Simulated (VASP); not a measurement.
# Li (Im-3m) in VASP: further runs, part 2 of 2

VASP 6.6.1.

**3. Single point, r2SCAN50**

This run uses another cell than the first one, of 21.61 Å³/atom.

Contents of POSCAR:

```
Li
1.0
   -1.7546500000      1.7546500000      1.7546500000
    1.7546500000     -1.7546500000      1.7546500000
    1.7546500000      1.7546500000     -1.7546500000
Li
1
Direct
    0.0000000000      0.0000000000      0.0000000000
```

Contents of INCAR.step1:

```
  PREC = Accurate
  ENCUT = 520
  EDIFF = 1E-5
  ISMEAR = -1
  SIGMA = 0.05
  LREAL = False
  LASPH = True
  NELM = 80
  ALGO = Normal
  ISIF = 2
  LWAVE = True
  LCHARG = False
  NBANDS = 8
  GGA = PE
```

Contents of INCAR.step2:

```
  PREC = Accurate
  ENCUT = 520
  EDIFF = 1E-7
  ISMEAR = -1
  SIGMA = 0.05
  LREAL = False
  LASPH = True
  NELM = 80
  ALGO = Normal
  ISIF = 2
  LWAVE = False
  LCHARG = False
  METAGGA = R2SCAN
  LHFCALC = True
  AEXX = 0.5
  LMIXTAU = True
  PRECFOCK = Normal
  NBANDS = 8
  ISTART = 1
```

Contents of KPOINTS:

```
regular mesh
0
Gamma
  6 6 6
```

Potentials or basis: VASP PAW PBE potentials, release 64 (Li_sv).

Command:

```
cat potpaw_PBE.64/Li_sv/POTCAR > POTCAR
cp INCAR.step1 INCAR
mpirun -np 1 vasp_std > vasp.out
cp INCAR.step2 INCAR
mpirun -np 1 vasp_std > vasp.out
```

OUTCAR:

```text
PREC = Accurate
   ENCUT = 520
   EDIFF = 1E-7
   ISMEAR = -1
   LREAL = False
   LASPH = True
   NELM = 80
   ISIF = 2
   METAGGA = R2SCAN
   LHFCALC = True
   AEXX = 0.5
   PRECFOCK = Normal
   ISTART = 1

 ion  position               nearest neighbor table
   1  0.000  0.000  0.000-

  LATTYP: Found a body centered cubic cell.
 ALAT       =     3.5093000000

  Lattice vectors:

 A1 = (  -1.7546500000,   1.7546500000,   1.7546500000)
 A2 = (   1.7546500000,  -1.7546500000,   1.7546500000)
 A3 = (   1.7546500000,   1.7546500000,  -1.7546500000)

Analysis of symmetry for initial positions (statically):
=====================================================================
 Subroutine PRICEL returns:
 Original cell was already a primitive cell.

 Routine SETGRP: Setting up the symmetry group for a
 body centered cubic supercell.

 Subroutine GETGRP returns: Found 48 space group operations
 (whereof 48 operations were pure point group operations)
 out of a pool of 48 trial point group operations.

The static configuration has the point symmetry O_h .

Analysis of symmetry for dynamics (positions and initial velocities):
=====================================================================
 Subroutine PRICEL returns:
 Original cell was already a primitive cell.

 Routine SETGRP: Setting up the symmetry group for a
 body centered cubic supercell.

 Subroutine GETGRP returns: Found 48 space group operations
 (whereof 48 operations were pure point group operations)
 out of a pool of 48 trial point group operations.

The dynamic configuration has the point symmetry O_h .

 Subroutine INISYM returns: Found 48 space group operations
 (whereof 48 operations are pure point group operations),
 and found     1 'primitive' translations

----------------------------------------------------------------------------------------

                                     Primitive cell

  volume of cell :      21.6088

  direct lattice vectors                    reciprocal lattice vectors
    -1.754650000  1.754650000  1.754650000     0.000000000  0.284957114  0.284957114
     1.754650000 -1.754650000  1.754650000     0.284957114  0.000000000  0.284957114
     1.754650000  1.754650000 -1.754650000     0.284957114  0.284957114  0.000000000

  length of vectors
     3.039142950  3.039142950  3.039142950     0.402990215  0.402990215  0.402990215

  position of ions in fractional coordinates (direct lattice)
     0.000000000  0.000000000  0.000000000

  ion indices of the primitive-cell ions
   primitive index   ion index
                 1           1

----------------------------------------------------------------------------------------

 KPOINTS: regular mesh

Automatic generation of k-mesh.
 Grid dimensions read from file:
 generate k-points for:    6    6    6

 Generating k-lattice:

  Cartesian coordinates                     Fractional coordinates (reciprocal lattice)
     0.000000000  0.047492852  0.047492852     0.166666667  0.000000000  0.000000000
     0.047492852  0.000000000  0.047492852     0.000000000  0.166666667  0.000000000
     0.047492852  0.047492852  0.000000000     0.000000000  0.000000000  0.166666667

  Length of vectors
     0.067165036  0.067165036  0.067165036

  Shift w.r.t. Gamma in fractional coordinates (k-lattice)
     0.000000000  0.000000000  0.000000000

 Subroutine IBZKPT returns following result:
 ===========================================

 Found     16 irreducible k-points:

 Following reciprocal coordinates:
            Coordinates               Weight
  0.000000  0.000000  0.000000      1.000000
  0.166667  0.000000  0.000000     12.000000
  0.333333  0.000000  0.000000     12.000000
  0.500000  0.000000  0.000000      6.000000
  0.166667  0.166667  0.000000     24.000000
  0.333333  0.166667  0.000000     48.000000
[... 8 lines left out ...]
  0.500000  0.500000  0.333333     12.000000
  0.500000  0.500000  0.500000      1.000000
   k-points           NKPTS =     16   k-points in BZ     NKDIM =    216   number of bands    NBANDS=      8
[... 30 lines left out ...]
   EMIN   =  10.00;   EMAX   =-10.00  energy-range for DOS
   EFERMI =   0.00;   METHOD = LEGACY
   ISMEAR =    -1;   SIGMA  =   0.05  broadening in eV -4-tet -1-fermi 0-gaus
   EFERMI_NEDOS =   21; number of points for ismear=-14 and -15
   IALGO  =     38    algorithm
   IMIX   =      1    mixing-type and parameters
     AMIX     =   0.40;   BMIX     =  1.00
     AMIX_MAG =   1.60;   BMIX_MAG =  1.00
  volume/ion in A,a.u.               =      21.61       145.82
  Fermi-wavevector in a.u.,A,eV,Ry     =   0.847692  1.601906  9.776898  0.718582
  Thomas-Fermi vector in A             =   1.963238
   LORBIT       =      0    0 simple, 1 ext, 2 COOP (PROOUT), +10 PAW based schemes
   METAGGA = R2SCAN    functional components
   LHFCALC =     T    Hartree Fock is set to
   PRECFOCK=normal    Normal, Fast or Accurate (Low or Medium for compatibility)
   ENCUT4O =  -1.0   cutoff for four orbital integrals eV
   NKREDX  =     1    reduce k-point grid by
   NKREDY  =     1    reduce k-point grid by
   NKREDZ  =     1    reduce k-point grid by
   AEXX    =    0.5000 exact exchange contribution
   HFSCREEN=    0.0000 screening length (either q_TF or 0.3 A-1)
   HFSCREENC=   0.0000 screening length for correlation (either q_TF or 0.3 A-1)
   ENCUTFOCK=  -1.0 apply spherical cutoff to Coloumb kernel
   IVDW    =     0    specifies the selected vdW correction
   LEPSILON=     F    determine dielectric tensor
   LRPA    =     F    only Hartree local field effects (RPA)
 non-spin polarized calculation
  energy-cutoff  :      520.00
  volume of cell :       21.61
 maximum number of plane-waves:       603
 NGX is ok and might be reduce to    24
  NGX = 18; NGY = 18; NGZ = 18

 number of electron       2.9999991 magnetization

 Free energy of the ion-electron system (eV)
  ---------------------------------------------------
  ext. energy  EPLUGINS =         0.00000000
  ---------------------------------------------------
  free energy    TOTEN  =        -2.53227421 eV

  energy without entropy =       -2.51704501  energy(sigma->0) =       -2.52465961

 E-fermi :   0.6195     XC(G=0):  -3.9965

 val. band max:       -0.6613526495   @ k =   0.1667   0.1667   0.1667
 cond. band min:       0.6320296571   @ k =   0.3333   0.1667   0.0000
 fundamental gap:      1.2933823066
 Fermi energy:         0.6194639356

 k-point     1 :       0.0000    0.0000    0.0000
  band No.  band energies     occupation
      1     -55.0476      2.00000
      2      -5.4148      2.00000
      3      17.0021      0.00000
      4      17.0024      0.00000
      5      17.0024      0.00000
      6      21.0120      0.00000
      7      21.0121      0.00000
      8      21.0121      0.00000
[... 155 lines left out ...]
 k-point    16 :       0.5000    0.5000    0.5000
  band No.  band energies     occupation
      1     -55.0225      2.00000
      2       7.6266      0.00000
      3       7.6267      0.00000
      4       7.6267      0.00000
      5       9.7544      0.00000
      6       9.7544      0.00000
      7      15.3050      0.00000
      8      30.7994      0.00000

------------------------ aborting loop because EDIFF is reached ----------------------------------------

  FORCE on cell =-STRESS in cart. coord.  units (eV):
  Direction    XX          YY          ZZ          XY          YZ          ZX
  --------------------------------------------------------------------------------------
  -------------------------------------------------------------------------------------
  Total        0.0173922      0.0173922      0.0173922      0.0000000     -0.0000000      0.0000000
  in kB        1.2895350      1.2895350      1.2895350      0.0000000     -0.0000000      0.0000000
  external PRESSURE =       1.2895350 kB  Pullay stress =       0.0000000 kB

 VOLUME and BASIS-vectors are now :
 -----------------------------------------------------------------------------
  energy-cutoff  :      520.00
  volume of cell :       21.61
      direct lattice vectors                 reciprocal lattice vectors
    -1.754650000  1.754650000  1.754650000     0.000000000  0.284957114  0.284957114
     1.754650000 -1.754650000  1.754650000     0.284957114  0.000000000  0.284957114
     1.754650000  1.754650000 -1.754650000     0.284957114  0.284957114  0.000000000

 POSITION                                       TOTAL-FORCE (eV/Angst)
 -----------------------------------------------------------------------------------
      0.00000      0.00000      0.00000        -0.000000      0.000000      0.000000
 -----------------------------------------------------------------------------------
    total drift:                                0.000000     -0.000000     -0.000000

  FREE ENERGIE OF THE ION-ELECTRON SYSTEM (eV)
  ---------------------------------------------------
  free  energy   TOTEN  =        -2.5322742149 eV

  energy  without entropy=       -2.5170450101  energy(sigma->0) =       -2.52465961
```

OUTCAR.step1:

```text
PREC = Accurate
   ENCUT = 520
   EDIFF = 1E-5
   ISMEAR = -1
   LREAL = False
[... 381 lines left out ...]

 POSITION                                       TOTAL-FORCE (eV/Angst)
 -----------------------------------------------------------------------------------
      0.00000      0.00000      0.00000        -0.000000      0.000000     -0.000000
 -----------------------------------------------------------------------------------
    total drift:                               -0.000000      0.000000     -0.000000

  FREE ENERGIE OF THE ION-ELECTRON SYSTEM (eV)
  ---------------------------------------------------
  free  energy   TOTEN  =        -1.8726045406 eV

  energy  without entropy=       -1.8572450921  energy(sigma->0) =       -1.86492482
```

Wall time 4.4 min (1 thread of Intel Xeon 8259CL, shared host); peak memory 0.14 GiB.

Results:

```
Free energy            : -2.5323 eV
Band gap on the k mesh : zero (an odd number of electrons rules out a gap without spin polarisation)
```

Levels at points of the mesh, in eV from the Fermi level:
```tsv
k point	band 1	band 2	band 3	band 4
(0.00, 0.00, 0.00)	-55.67	-6.03	16.38	16.38
(0.50, 0.00, 0.00)	-55.65	0.96	4.06	11.97
(0.50, 0.50, 0.50)	-55.64	7.01	7.01	7.01
```

Caveat: the k points lie up to 0.42 Å⁻¹ apart, too coarse for converged energies and pressures of a metal; the cutoff is under 1.25 times the usual one of these potentials, so pressure, stress and relaxed cells hold a basis-set (Pulay) error; the PAW data sets were made with another functional, which shifts forces and pressure a little.

**4. Single point, HF**

This run uses another cell than the first one, of 21.61 Å³/atom.

POSCAR is that of step 3.

Contents of INCAR.step1:

```
ALGO     = Normal         # electronic algorithm
EDIFF    = 1E-5           # SCF threshold, eV
ENCUT    = 520            # plane-wave cutoff, eV
GGA      = PE             # functional
ISIF     = 2              # what is computed and relaxed
ISMEAR   = -1             # smearing method
LASPH    = True           # aspherical terms in the spheres
LREAL    = False          # projectors in reciprocal space
LWAVE    = True           # write WAVECAR
NBANDS   = 8              # bands
NELM     = 80             # most SCF steps
PREC     = Accurate       # precision mode
SIGMA    = 0.05           # smearing width, eV
```

Contents of INCAR.step2:

```
AEXX     = 1.0            # exact-exchange fraction
AGGAC    = 0.0          
ALDAC    = 0.0          
ALGO     = Normal         # electronic algorithm
EDIFF    = 1E-6           # SCF threshold, eV
ENCUT    = 520            # plane-wave cutoff, eV
GGA      = PE             # functional
ISIF     = 2              # what is computed and relaxed
ISMEAR   = -1             # smearing method
ISTART   = 1            
LASPH    = True           # aspherical terms in the spheres
LCHARG   = True           # write CHGCAR
LELF     = True           # ELF
LHFCALC  = True           # exact exchange
LREAL    = False          # projectors in reciprocal space
LVHAR    = True         
LWAVE    = False          # write WAVECAR
NBANDS   = 8              # bands
NELM     = 80             # most SCF steps
PREC     = Accurate       # precision mode
PRECFOCK = Normal       
SIGMA    = 0.05           # smearing width, eV
```

Contents of KPOINTS:

```
k-points
0
Gamma
  6 6 6
```

Command:

```
cat potpaw_PBE.64/Li_sv/POTCAR > POTCAR
cp INCAR.step1 INCAR
mpirun -np 1 vasp_std > vasp.out
cp INCAR.step2 INCAR
mpirun -np 1 vasp_std > vasp.out
```

It took 2.5 min on 1 thread of Intel Xeon 8259CL, shared host; peak memory 0.14 GiB.

It converged, with:

```yaml
Free_energy: -2.1931 eV
Band_gap_on_the_k_mesh: zero (an odd number of electrons rules out a gap without spin polarisation)
```

Levels at points of the mesh, in eV from the Fermi level:
| k point | band 2 | band 3 | band 4 | band 5 |
| --- | --- | --- | --- | --- |
| (0.00, 0.00, 0.00) | -8.64 | 18.39 | 18.39 | 18.39 |
| (0.50, 0.00, 0.00) | 1.67 | 5.26 | 14.07 | 15.47 |
| (0.50, 0.50, 0.50) | 8.89 | 8.89 | 8.89 | 10.89 |

Caveat: the k points lie up to 0.42 Å⁻¹ apart, too coarse for converged energies and pressures of a metal; the cutoff is under 1.25 times the usual one of these potentials, so pressure, stress and relaxed cells hold a basis-set (Pulay) error; the PAW data sets were made with another functional, which shifts forces and pressure a little.

**5. Single point, HF**

This run uses another cell than the first one, of 25.84 Å³/atom.

Contents of POSCAR:

```
Li
1.0
   -1.8623791962      1.8623791962      1.8623791962
    1.8623791962     -1.8623791962      1.8623791962
    1.8623791962      1.8623791962     -1.8623791962
Li
1
Direct
    0.0000000000      0.0000000000      0.0000000000
```

Contents of INCAR.step1:

```
SYSTEM = Li
PREC = Accurate
ENCUT = 520
EDIFF = 1E-5
ISMEAR = -1
SIGMA = 0.05
LREAL = .False.
LASPH = .True.
NELM = 80
ALGO = Normal
ISIF = 2
LWAVE = .True.
LCHARG = .False.
GGA = PE
NBANDS = 8
```

Contents of INCAR.step2:

```
SYSTEM = Li
PREC = Accurate
ENCUT = 520
EDIFF = 1E-6
ISMEAR = -1
SIGMA = 0.05
LREAL = .False.
LASPH = .True.
NELM = 80
ALGO = Normal
ISIF = 2
LWAVE = .False.
LCHARG = .False.
GGA = PE
LHFCALC = .True.
AEXX = 1.0
ALDAC = 0.0
AGGAC = 0.0
PRECFOCK = Normal
ISTART = 1
NBANDS = 8
```

Contents of KPOINTS:

```
regular mesh
0
Gamma
  6 6 6
  0 0 0
```

Command:

```
cat potpaw_PBE.64/Li_sv/POTCAR > POTCAR
cp INCAR.step1 INCAR
mpirun -np 1 vasp_std > vasp.out
cp INCAR.step2 INCAR
mpirun -np 1 vasp_std > vasp.out
```

Run time: 2.6 min. Hardware: 1 thread of Intel Xeon 8259CL, shared host; peak memory 0.14 GiB.

It converged, with:

```
Free energy            : -2.2114 eV
Band gap on the k mesh : zero (an odd number of electrons rules out a gap without spin polarisation)
```

Levels at points of the mesh, in eV from the Fermi level:
| k point | band 2 | band 3 | band 4 | band 5 |
| --- | --- | --- | --- | --- |
| (0.00, 0.00, 0.00) | -8.10 | 16.54 | 16.54 | 16.54 |
| (0.50, 0.00, 0.00) | 1.66 | 4.58 | 12.71 | 13.99 |
| (0.50, 0.50, 0.50) | 8.12 | 8.12 | 8.12 | 9.98 |

Caveat: the k points lie up to 0.40 Å⁻¹ apart, too coarse for converged energies and pressures of a metal; the cutoff is under 1.25 times the usual one of these potentials, so pressure, stress and relaxed cells hold a basis-set (Pulay) error; the PAW data sets were made with another functional, which shifts forces and pressure a little.

**6. Relaxation of cell and atoms, HF**

This run uses another cell than the first one, of 21.61 Å³/atom.

Contents of POSCAR:

```
Li
1.0
   -1.7546500000      1.7546500000      1.7546500000
    1.7546500000     -1.7546500000      1.7546500000
    1.7546500000      1.7546500000     -1.7546500000
Li
1
Direct
    0.0000000000      0.0000000000      0.0000000000
```

Contents of INCAR.step1:

```
ALGO = Normal
EDIFF = 1E-5
ENCUT = 600
GGA = PE
ISMEAR = -1
LASPH = T
LCHARG = F
LREAL = F
LWAVE = T
NBANDS = 8
NELM = 80
PREC = Accurate
SIGMA = 0.05
```

Contents of INCAR.step2:

```
AEXX = 1.0
AGGAC = 0.0
ALDAC = 0.0
ALGO = Normal
EDIFF = 1E-6
EDIFFG = -0.01
ENCUT = 600
GGA = PE
IBRION = 2
ISIF = 3
ISMEAR = -1
ISTART = 1
LASPH = T
LCHARG = F
LHFCALC = T
LREAL = F
LWAVE = F
NELM = 80
NSW = 60
PREC = Accurate
PRECFOCK = Normal
SIGMA = 0.05
```

Contents of KPOINTS:

```
k-points
0
Gamma
  6 6 6
```

Potentials or basis: VASP PAW PBE potentials, release 64 (Li_sv).

Command:

```
cat potpaw_PBE.64/Li_sv/POTCAR > POTCAR
cp INCAR.step1 INCAR
mpirun -np 1 vasp_std > vasp.out
cp INCAR.step2 INCAR
mpirun -np 1 vasp_std > vasp.out
```

It took 6.9 min on 1 thread of Intel Xeon 8259CL, shared host; peak memory 0.14 GiB.

It converged, with:

| Item | Value |
| --- | --- |
| Free energy | -2.2097 eV |
| Relaxed volume | 24.89 Å³/atom |
| Relaxed cell | a = 3.186 Å, b = 3.186 Å, c = 3.186 Å, α = 109.47°, β = 109.47°, γ = 109.47° |
| Space group after relaxing (to 0.1 Å) | Im-3m (No. 229) |
| Energy gained by relaxing | 14.2 meV/atom |
| Ionic steps | 4 |
| Pressure after relaxing | 0.0 GPa |
| Band gap on the k mesh | zero (an odd number of electrons rules out a gap without spin polarisation) |

The path:
| step | energy change (eV) | largest force (eV/Å) | pressure (GPa) | volume (Å³) |
| --- | --- | --- | --- | --- |
| 1 | 0.0000 | 0.0000 | 1.49 | 21.61 |
| 2 | -0.0052 | 0.0000 | 1.17 | 22.24 |
| 3 | -0.0136 | 0.0000 | 0.26 | 24.22 |
| 4 | -0.0142 | 0.0000 | 0.04 | 24.89 |

Final structure:
```cif
data_structure
_symmetry_space_group_name_H-M 'P 1'
_symmetry_Int_Tables_number 1
_cell_length_a 3.1856
_cell_length_b 3.1856
_cell_length_c 3.1856
_cell_angle_alpha 109.471
_cell_angle_beta 109.471
_cell_angle_gamma 109.471
_cell_volume 24.89
loop_
_atom_site_label
_atom_site_type_symbol
_atom_site_fract_x
_atom_site_fract_y
_atom_site_fract_z
_atom_site_occupancy
Li1 Li 0.00000 0.00000 0.00000 1
```

Levels at points of the mesh, in eV from the Fermi level:
| k point | band 2 | band 3 | band 4 | band 5 |
| --- | --- | --- | --- | --- |
| (0.00, 0.00, 0.00) | -8.22 | 16.91 | 16.91 | 16.91 |
| (0.50, 0.00, 0.00) | 1.66 | 4.72 | 12.98 | 14.28 |
| (0.50, 0.50, 0.50) | 8.27 | 8.27 | 8.27 | 10.16 |

Caveat: the k points lie up to 0.40 Å⁻¹ apart in the final cell, too coarse for converged energies and pressures of a metal; the cutoff is under 1.25 times the usual one of these potentials, so pressure, stress and relaxed cells hold a basis-set (Pulay) error; the volume moved by over 15 % at a fixed basis, so the end points are rough; the PAW data sets were made with another functional, which shifts forces and pressure a little. Zero-point motion and thermal expansion aren't in these numbers.

**7. Summary**

```csv
task,level,cell,cutoff (eV),share of exact exchange,screening parameter,gap on the mesh (eV)
single point,PBE-based screened hybrid with 25 % exact exchange,"a = 3.007 Å, angles 109.5°, 1 atom",520,0.25,0.3 1/Å,none
single point,r2SCAN50,"a = 3.039 Å, angles 109.5°, 1 atom",520,0.5,-,none
single point,HF,"a = 3.039 Å, angles 109.5°, 1 atom",520,1,-,none
single point,HF,"a = 3.226 Å, angles 109.5°, 1 atom",520,1,-,none
relaxation of cell and atoms,HF,"relaxed from a = 3.039 Å, angles 109.5°, 1 atom",600,1,-,none
```

Alike in all rows: potentials or basis VASP PAW PBE potentials, release 64 (Li_sv); no spin polarisation; k mesh 6 × 6 × 6; smearing fermi-dirac 0.05 eV.

Caveats: all runs use coarse meshes; the cutoff is under 1.25 times the usual one of these potentials, so pressure, stress and relaxed cells hold a basis-set (Pulay) error; the PAW data sets were made with another functional, which shifts forces and pressure a little; the volume moved by over 15 % at a fixed basis, so the end points are rough (at least some runs).

Total energies depend on the potentials used, so only differences within one code and one set of settings carry meaning.

The gap in the log of VASP goes by the Fermi energy; the results here count the filled bands.